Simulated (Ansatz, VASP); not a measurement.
# Zr in VASP and in Ansatz

```
Zr
1.0
     5.10719    0.00000    0.00000
    -2.55359    4.42295    0.00000
     0.00000    0.00000    3.17759
Zr
3
Direct
  0.00000 0.00000 0.00000
  0.33333 0.66667 0.50000
  0.66667 0.33333 0.50000
```

Alike in both runs: functional BLYP; k mesh 7 × 7 × 10; occupations fermi-dirac, width 0.1 eV; no spin polarisation.

Ansatz relaxed the structure, and its values are those at the end. VASP's run is a single point on that final structure, the one shown.

|  | VASP | Ansatz |
| --- | --- | --- |
| version | VASP 6.6.1 | Ansatz 0.2.0 |
| potentials or method | VASP PAW PBE potentials, release 64 (Zr_sv), cutoff 520 eV | plane waves (420 eV) with PAW, scalar-relativistic |
| valence electrons in the cell | 36 | 36 |

|  | VASP | Ansatz | Ansatz less VASP |
| --- | --- | --- | --- |
| pressure (GPa) | 0.1 | 0.0 | -0.14 |

VASP's potentials were made for PBE, not for BLYP.
